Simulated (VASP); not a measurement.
# Ir (P-1) in VASP: notebook

Ir is run at these levels: r2SCAN; tasks: single point.

Program: VASP 6.6.1. These are calculated values, not measurements. Logs are shortened: lines on timing, memory, paths and dates and some standing lists are left out, and cuts for length are marked.

### 1 The cell of the first run

The typed cell holds 1 atom: a = 2.542 Å, b = 2.611 Å, c = 2.995 Å, α = 58.28°, β = 61.38°, γ = 59.90°.

### 2 Single point, r2SCAN

The input, POSCAR:

```
Ir
1.0
    0.0644692700      1.8373557400      1.7560488600
    1.9418131400      0.0774349900      1.7430831500
    2.1728248700      2.0554017600     -0.1535767500
Ir
1
Direct
    0.0000000000      0.0000000000      0.0000000000
```

The input, INCAR.step1:

```
  PREC = Accurate
  ENCUT = 520
  ISMEAR = 1
  SIGMA = 0.01
  LREAL = F
  LASPH = T
  NELM = 100
  NBANDS = 10
  GGA = PE
  ALGO = Normal
  EDIFF = 1E-4
  LWAVE = T
  LCHARG = F
```

The input, INCAR.step2:

```
  PREC = Accurate
  ENCUT = 520
  EDIFF = 1E-7
  ISMEAR = 1
  SIGMA = 0.01
  LREAL = F
  LASPH = T
  NELM = 100
  ALGO = Normal
  ISIF = 2
  LWAVE = F
  LCHARG = T
  METAGGA = R2SCAN
  LMIXTAU = T
  LELF = T
  LVHAR = T
  NBANDS = 10
  ISTART = 1
```

The input, KPOINTS:

```
Automatic mesh
0
Gamma
  9 9 8
```

Potentials or basis: VASP PAW PBE potentials, release 64 (Ir).

Command:

```sh
cat potpaw_PBE.64/Ir/POTCAR > POTCAR
cp INCAR.step1 INCAR
mpirun -np 1 vasp_std > vasp.out
cp INCAR.step2 INCAR
mpirun -np 1 vasp_std > vasp.out
```

OUTCAR:

```text
PREC = Accurate
   ENCUT = 520
   EDIFF = 1E-7
   ISMEAR = 1
   LREAL = F
   LASPH = T
   NELM = 100
   ISIF = 2
   METAGGA = R2SCAN
   ISTART = 1

 ion  position               nearest neighbor table
   1  0.000  0.000  0.000-

  LATTYP: Found a triclinic cell.
 ALAT       =     2.7500977690
 B/A-ratio  =     2.2832312854
 C/A-ratio  =     1.0374029019
 COS(alpha) =     0.0088672219
 COS(beta)  =     0.5786771390
 COS(gamma) =     0.7696309043

  Lattice vectors:

 A1 = (  -0.2310117300,  -1.9779667700,   1.8966599000)
 A2 = (   3.5881452800,  -3.6604525300,   3.6267773400)
 A3 = (  -2.1083556000,  -0.2180460200,   1.9096256100)

Analysis of symmetry for initial positions (statically):
=====================================================================
 Subroutine PRICEL returns:
 Original cell was already a primitive cell.

 Routine SETGRP: Setting up the symmetry group for a
 triclinic supercell.

 Subroutine GETGRP returns: Found  2 space group operations
 (whereof  2 operations were pure point group operations)
 out of a pool of  2 trial point group operations.

The static configuration has the point symmetry S_2 .

Analysis of symmetry for dynamics (positions and initial velocities):
=====================================================================
 Subroutine PRICEL returns:
 Original cell was already a primitive cell.

 Routine SETGRP: Setting up the symmetry group for a
 triclinic supercell.

 Subroutine GETGRP returns: Found  2 space group operations
 (whereof  2 operations were pure point group operations)
 out of a pool of  2 trial point group operations.

The dynamic configuration has the point symmetry S_2 .

 Subroutine INISYM returns: Found  2 space group operations
 (whereof  2 operations are pure point group operations),
 and found     1 'primitive' translations

----------------------------------------------------------------------------------------

                                     Primitive cell

  volume of cell :      13.9883

  direct lattice vectors                    reciprocal lattice vectors
     0.064469270  1.837355740  1.756048860    -0.256973762  0.292074744  0.273296327
     1.941813140  0.077434990  1.743083150     0.278200963 -0.273477489  0.275926275
     2.172824870  2.055401760 -0.153576750     0.219231946  0.235735674 -0.254699073

  length of vectors
     2.542388641  2.610550386  2.994900688     0.475430387  0.477829490  0.410494302

  position of ions in fractional coordinates (direct lattice)
     0.000000000  0.000000000  0.000000000

  ion indices of the primitive-cell ions
   primitive index   ion index
                 1           1

----------------------------------------------------------------------------------------

 KPOINTS: Automatic mesh

Automatic generation of k-mesh.
 Grid dimensions read from file:
 generate k-points for:    9    9    8

 Generating k-lattice:

  Cartesian coordinates                     Fractional coordinates (reciprocal lattice)
    -0.028552640  0.032452749  0.030366259     0.111111111 -0.000000000 -0.000000000
     0.030911218 -0.030386388  0.030658475    -0.000000000  0.111111111 -0.000000000
     0.027403993  0.029466959 -0.031837384    -0.000000000 -0.000000000  0.125000000

  Length of vectors
     0.052825599  0.053092166  0.051311788

  Shift w.r.t. Gamma in fractional coordinates (k-lattice)
     0.000000000  0.000000000  0.000000000

 Subroutine IBZKPT returns following result:
 ===========================================

 Found    325 irreducible k-points:

 Following reciprocal coordinates:
            Coordinates               Weight
  0.000000  0.000000  0.000000      1.000000
  0.111111  0.000000  0.000000      2.000000
  0.222222  0.000000  0.000000      2.000000
  0.333333  0.000000  0.000000      2.000000
  0.444444  0.000000  0.000000      2.000000
  0.000000  0.111111 -0.000000      2.000000
[... 16 lines left out ...]
 -0.111111  0.222222 -0.000000      2.000000
  0.000000  0.333333  0.000000      2.000000
 [... further k-points ...]
   k-points           NKPTS =    325   k-points in BZ     NKDIM =    325   number of bands    NBANDS=     10
   number of dos      NEDOS =    301   number of ions     NIONS =      1
   total plane-waves  NPLWV =   9600
   dimension x,y,z NGX =    20 NGY =   20 NGZ =   24
   dimension x,y,z NGXF=    40 NGYF=   40 NGZF=   48
   ions per type =               1
   NGX,Y,Z   is equivalent  to a cutoff of  13.08, 12.74, 13.32 a.u.
   NGXF,Y,Z  is equivalent  to a cutoff of  26.16, 25.47, 26.64 a.u.
 SYSTEM =  unknown system
   PREC   = accura    normal or accurate (medium, high low for compatibility)
   ISTART =      1    job   : 0-new  1-cont  2-samecut
   ICHARG =      0    charge: 1-file 2-atom 10-const
   ISPIN  =      1    spin polarized calculation?
   LNONCOLLINEAR =      F non collinear calculations
   LSORBIT =      F    spin-orbit coupling
   LASPH  =      T    aspherical Exc in radial PAW
   ENCUT  =  520.0 eV  38.22 Ry    6.18 a.u.   4.73  4.85  5.57*2*pi/ulx,y,z
   NELM   =    100;   NELMIN=  2; NELMDL=  0     # of ELM steps
   EDIFF  = 0.1E-06   stopping-criterion for ELM
   LREAL  =      F    real-space projection
   EDIFFG = 0.1E-05   stopping-criterion for IOM
   NSW    =      0    number of steps for IOM
   IBRION =     -1    ionic relax: 0-MD 1-quasi-New 2-CG
   NFREE  =      0    steps in history (QN), initial steepest desc. (CG)
   ISIF   =      2    stress and relaxation
   ISYM   =      2    0-nonsym 1-usesym 2-fastsym
   POTIM  = 0.5000    time-step for ionic-motion
   TEBEG  =    0.0;   TEEND  =   0.0 temperature during run
   PSTRESS=    0.0 pullay stress
   NELECT =       9.0000    total number of electrons
   NUPDOWN=      -1.0000    fix difference up-down
   EMIN   =  10.00;   EMAX   =-10.00  energy-range for DOS
   EFERMI =   0.00;   METHOD = LEGACY
   ISMEAR =     1;   SIGMA  =   0.01  broadening in eV -4-tet -1-fermi 0-gaus
   EFERMI_NEDOS =   21; number of points for ismear=-14 and -15
   IALGO  =     38    algorithm
   IMIX   =      4    mixing-type and parameters
     AMIX     =   0.40;   BMIX     =  1.00
     AMIX_MAG =   1.60;   BMIX_MAG =  1.00
  volume/ion in A,a.u.               =      13.99        94.40
  Fermi-wavevector in a.u.,A,eV,Ry     =   1.413299  2.670747 27.176453  1.997413
  Thomas-Fermi vector in A             =   2.534959
   LORBIT       =      0    0 simple, 1 ext, 2 COOP (PROOUT), +10 PAW based schemes
   METAGGA = R2SCAN    functional components
   LHFCALC =     F    Hartree Fock is set to
   AEXX    =    0.0000 exact exchange contribution
   IVDW    =     0    specifies the selected vdW correction
   LEPSILON=     F    determine dielectric tensor
   LRPA    =     F    only Hartree local field effects (RPA)
 non-spin polarized calculation
 Methfessel and Paxton  Order N= 1 SIGMA  =   0.01
  energy-cutoff  :      520.00
  volume of cell :       13.99
 maximum number of plane-waves:       388
   NGX =  9   NGY =  9   NGZ = 11

 number of electron       9.0000000 magnetization

 Free energy of the ion-electron system (eV)
  ---------------------------------------------------
  ext. energy  EPLUGINS =         0.00000000
  ---------------------------------------------------
  free energy    TOTEN  =       -51.91324092 eV

  energy without entropy =      -51.91322036  energy(sigma->0) =      -51.91323407

 E-fermi :  10.2466     XC(G=0): -15.3496

 val. band max:       10.2452226929   @ k =  -0.3333  -0.2222   0.1250
 cond. band min:      10.2500535962   @ k =   0.1111   0.4444   0.5000
 fundamental gap:      0.0048309034
 Fermi energy:        10.2466317075

 k-point     1 :       0.0000    0.0000    0.0000
  band No.  band energies     occupation
      1      -1.2565      2.00000
      2       4.6732      2.00000
      3       6.4064      2.00000
      4       6.9790      2.00000
      5       8.9931      2.00000
      6      10.2738     -0.00082
      7      24.9121      0.00000
      8      28.3785      0.00000
      9      33.4491      0.00000
     10      34.2612      0.00000

 k-point     2 :       0.1111    0.0000    0.0000
  band No.  band energies     occupation
      1      -0.6018      2.00000
      2       4.9764      2.00000
      3       6.5073      2.00000
      4       6.9085      2.00000
      5       8.7514      2.00000
      6       9.8428      2.00000
      7      25.9948      0.00000
      8      29.3871      0.00000
      9      31.2437      0.00000
     10      34.3527      0.00000

 k-point     3 :       0.2222    0.0000    0.0000
  band No.  band energies     occupation
      1       0.9894      2.00000
      2       5.3896      2.00000
      3       5.9112      2.00000
      4       8.2103      2.00000
      5       8.5503      2.00000
      6       9.1169      2.00000
      7      26.2236      0.00000
      8      29.2040      0.00000
      9      32.4937      0.00000
     10      35.0095      0.00000

 k-point     4 :       0.3333    0.0000    0.0000
  band No.  band energies     occupation
      1       1.9754      2.00000
      2       5.0351      2.00000
      3       7.1445      2.00000
      4       8.0711      2.00000
      5       9.4124      2.00000
      6      10.5183      0.00000
      7      23.3230      0.00000
      8      27.2659      0.00000
      9      31.7782      0.00000
     10      35.4861      0.00000
[... 222 lines left out ...]
 k-point    22 :      -0.2222    0.2222   -0.0000
  band No.  band energies     occupation
      1       3.8184      2.00000
      2       4.9259      2.00000
      3       6.3180      2.00000
      4       6.8832      2.00000
      5       7.7528      2.00000
      6      13.4563      0.00000
      7      25.8933      0.00000
      8      28.4463      0.00000
      9      28.8734      0.00000
     10      33.9232      0.00000

 k-point    23 :      -0.1111    0.2222   -0.0000
  band No.  band energies     occupation
      1       2.0510      2.00000
      2       5.1713      2.00000
      3       6.0233      2.00000
      4       7.5430      2.00000
      5       8.3002      2.00000
      6      10.7320      0.00000
      7      26.4139      0.00000
      8      30.0145      0.00000
      9      32.3492      0.00000
     10      33.4000      0.00000

 k-point    24 :       0.0000    0.3333    0.0000
  band No.  band energies     occupation
      1       1.9776      2.00000
      2       4.7551      2.00000
      3       7.1429      2.00000
      4       8.3462      2.00000
      5       9.5074      2.00000
      6      10.5911      0.00000
      7      23.2088      0.00000
      8      27.1965      0.00000
      9      31.8446      0.00000
     10      35.6531      0.00000

 [... further k-points ...]

------------------------ aborting loop because EDIFF is reached ----------------------------------------

  FORCE on cell =-STRESS in cart. coord.  units (eV):
  Direction    XX          YY          ZZ          XY          YZ          ZX
  --------------------------------------------------------------------------------------
  -------------------------------------------------------------------------------------
  Total        1.1450233      2.8568549      2.3491920     -2.1522856      2.0026969      1.8081155
  in kB      131.1474052    327.2152644    269.0691357   -246.5160864    229.3826576    207.0959119
  external PRESSURE =     242.4772684 kB  Pullay stress =       0.0000000 kB

 VOLUME and BASIS-vectors are now :
 -----------------------------------------------------------------------------
  energy-cutoff  :      520.00
  volume of cell :       13.99
      direct lattice vectors                 reciprocal lattice vectors
     0.064469270  1.837355740  1.756048860    -0.256973762  0.292074744  0.273296327
     1.941813140  0.077434990  1.743083150     0.278200963 -0.273477489  0.275926275
     2.172824870  2.055401760 -0.153576750     0.219231946  0.235735674 -0.254699073

 POSITION                                       TOTAL-FORCE (eV/Angst)
 -----------------------------------------------------------------------------------
      0.00000      0.00000      0.00000        -0.000000     -0.000000     -0.000000
 -----------------------------------------------------------------------------------
    total drift:                               -0.000000     -0.000000     -0.000000

  FREE ENERGIE OF THE ION-ELECTRON SYSTEM (eV)
  ---------------------------------------------------
  free  energy   TOTEN  =       -51.9132409223 eV

  energy  without entropy=      -51.9132203596  energy(sigma->0) =      -51.91323407
```

It took 2.6 min on 1 thread of AMD EPYC 9R14 (Zen 4), shared host; peak memory 0.14 GiB.

What came out:

```yaml
Free_energy: -51.9132 eV
Pressure: 24.2 GPa
```

Caveat: the PAW data sets were made with another functional, which shifts forces and pressure a little; spin-orbit coupling is left out, which moves the levels of the heavy elements.

### 3 Single point, r2SCAN

POSCAR is that of step 2.

The input, INCAR.step1:

```
PREC = Accurate
ENCUT = 520
ISMEAR = 1
SIGMA = 0.005
LREAL = F
LASPH = T
NELM = 60
NBANDS = 10
GGA = PE
ALGO = Normal
EDIFF = 1E-4
LWAVE = T
LCHARG = F
```

The input, INCAR.step2:

```
PREC = Accurate
ENCUT = 520
EDIFF = 1E-6
ISMEAR = 1
SIGMA = 0.005
LREAL = F
LASPH = T
NELM = 60
ALGO = Normal
ISIF = 2
LWAVE = F
LCHARG = F
METAGGA = R2SCAN
LMIXTAU = T
NBANDS = 10
ISTART = 1
```

The input, KPOINTS:

```
regular mesh
0
Gamma
  9 9 8
```

Potentials or basis: VASP PAW PBE potentials, release 64 (Ir).

Command:

```sh
cat potpaw_PBE.64/Ir/POTCAR > POTCAR
cp INCAR.step1 INCAR
mpirun -np 1 vasp_std > vasp.out
cp INCAR.step2 INCAR
mpirun -np 1 vasp_std > vasp.out
```

OUTCAR:

```text
PREC = Accurate
   ENCUT = 520
   EDIFF = 1E-6
   ISMEAR = 1
   LREAL = F
   LASPH = T
   NELM = 60
   ISIF = 2
   METAGGA = R2SCAN
   ISTART = 1

 ion  position               nearest neighbor table
   1  0.000  0.000  0.000-

  LATTYP: Found a triclinic cell.
 ALAT       =     2.7500977690
 B/A-ratio  =     2.2832312854
 C/A-ratio  =     1.0374029019
 COS(alpha) =     0.0088672219
 COS(beta)  =     0.5786771390
 COS(gamma) =     0.7696309043

  Lattice vectors:

 A1 = (  -0.2310117300,  -1.9779667700,   1.8966599000)
 A2 = (   3.5881452800,  -3.6604525300,   3.6267773400)
 A3 = (  -2.1083556000,  -0.2180460200,   1.9096256100)

Analysis of symmetry for initial positions (statically):
=====================================================================
 Subroutine PRICEL returns:
 Original cell was already a primitive cell.

 Routine SETGRP: Setting up the symmetry group for a
 triclinic supercell.

 Subroutine GETGRP returns: Found  2 space group operations
 (whereof  2 operations were pure point group operations)
 out of a pool of  2 trial point group operations.

The static configuration has the point symmetry S_2 .

Analysis of symmetry for dynamics (positions and initial velocities):
=====================================================================
 Subroutine PRICEL returns:
 Original cell was already a primitive cell.

 Routine SETGRP: Setting up the symmetry group for a
 triclinic supercell.

 Subroutine GETGRP returns: Found  2 space group operations
 (whereof  2 operations were pure point group operations)
 out of a pool of  2 trial point group operations.

The dynamic configuration has the point symmetry S_2 .

 Subroutine INISYM returns: Found  2 space group operations
 (whereof  2 operations are pure point group operations),
 and found     1 'primitive' translations

[... 113 lines left out ...]
  volume/ion in A,a.u.               =      13.99        94.40
  Fermi-wavevector in a.u.,A,eV,Ry     =   1.413299  2.670747 27.176453  1.997413
  Thomas-Fermi vector in A             =   2.534959
   LORBIT       =      0    0 simple, 1 ext, 2 COOP (PROOUT), +10 PAW based schemes
   METAGGA = R2SCAN    functional components
   LHFCALC =     F    Hartree Fock is set to
   AEXX    =    0.0000 exact exchange contribution
   IVDW    =     0    specifies the selected vdW correction
   LEPSILON=     F    determine dielectric tensor
   LRPA    =     F    only Hartree local field effects (RPA)
 non-spin polarized calculation
 Methfessel and Paxton  Order N= 1 SIGMA  =   0.01
  energy-cutoff  :      520.00
  volume of cell :       13.99
 maximum number of plane-waves:       388
   NGX =  9   NGY =  9   NGZ = 11

 number of electron       9.0000000 magnetization

 Free energy of the ion-electron system (eV)
  ---------------------------------------------------
  ext. energy  EPLUGINS =         0.00000000
  ---------------------------------------------------
  free energy    TOTEN  =       -51.91323575 eV

  energy without entropy =      -51.91323510  energy(sigma->0) =      -51.91323553

 E-fermi :  10.2458     XC(G=0): -15.3497

 val. band max:       10.2449118072   @ k =  -0.3333  -0.2222   0.1250
 cond. band min:      10.2497205598   @ k =   0.1111   0.4444   0.5000
 fundamental gap:      0.0048087526
 Fermi energy:        10.2457829037

 k-point     1 :       0.0000    0.0000    0.0000
  band No.  band energies     occupation
      1      -1.2566      2.00000
      2       4.6729      2.00000
      3       6.4066      2.00000
      4       6.9792      2.00000
      5       8.9933      2.00000
      6      10.2736     -0.00000
      7      24.9121      0.00000
      8      28.3786      0.00000
      9      33.4490      0.00000
     10      34.2611      0.00000
[... 287 lines left out ...]
 k-point    24 :       0.0000    0.3333    0.0000
  band No.  band energies     occupation
      1       1.9774      2.00000
      2       4.7550      2.00000
      3       7.1430      2.00000
      4       8.3461      2.00000
      5       9.5076      2.00000
      6      10.5913      0.00000
      7      23.2086      0.00000
      8      27.1966      0.00000
      9      31.8446      0.00000
     10      35.6534      0.00000

 [... further k-points ...]

------------------------ aborting loop because EDIFF is reached ----------------------------------------

  FORCE on cell =-STRESS in cart. coord.  units (eV):
  Direction    XX          YY          ZZ          XY          YZ          ZX
  --------------------------------------------------------------------------------------
  -------------------------------------------------------------------------------------
  Total        1.1484390      2.8517379      2.3482658     -2.1570093      2.0005775      1.8082947
  in kB      131.5386247    326.6291714    268.9630476   -247.0571264    229.1399132    207.1164439
  external PRESSURE =     242.3769479 kB  Pullay stress =       0.0000000 kB

 VOLUME and BASIS-vectors are now :
 -----------------------------------------------------------------------------
  energy-cutoff  :      520.00
  volume of cell :       13.99
      direct lattice vectors                 reciprocal lattice vectors
     0.064469270  1.837355740  1.756048860    -0.256973762  0.292074744  0.273296327
     1.941813140  0.077434990  1.743083150     0.278200963 -0.273477489  0.275926275
     2.172824870  2.055401760 -0.153576750     0.219231946  0.235735674 -0.254699073

 POSITION                                       TOTAL-FORCE (eV/Angst)
 -----------------------------------------------------------------------------------
      0.00000      0.00000      0.00000         0.000000      0.000000     -0.000000
 -----------------------------------------------------------------------------------
    total drift:                               -0.000000      0.000000     -0.000000

  FREE ENERGIE OF THE ION-ELECTRON SYSTEM (eV)
  ---------------------------------------------------
  free  energy   TOTEN  =       -51.9132357524 eV

  energy  without entropy=      -51.9132350984  energy(sigma->0) =      -51.91323553
```

OUTCAR.step1:

```text
PREC = Accurate
   ENCUT = 520
   ISMEAR = 1
   LREAL = F
   LASPH = T
[... 532 lines left out ...]

 POSITION                                       TOTAL-FORCE (eV/Angst)
 -----------------------------------------------------------------------------------
      0.00000      0.00000      0.00000         0.000000      0.000000     -0.000000
 -----------------------------------------------------------------------------------
    total drift:                                0.000000     -0.000000     -0.000000

  FREE ENERGIE OF THE ION-ELECTRON SYSTEM (eV)
  ---------------------------------------------------
  free  energy   TOTEN  =        -8.3863953844 eV

  energy  without entropy=       -8.3863898695  energy(sigma->0) =       -8.38639355
```

Run time: 2.4 min. Hardware: 1 thread of AMD EPYC 9R14 (Zen 4), shared host; peak memory 0.14 GiB.

Results:

```yaml
Free_energy: -51.9132 eV
Pressure: 24.2 GPa
```

Caveat: the PAW data sets were made with another functional, which shifts forces and pressure a little; spin-orbit coupling is left out, which moves the levels of the heavy elements.
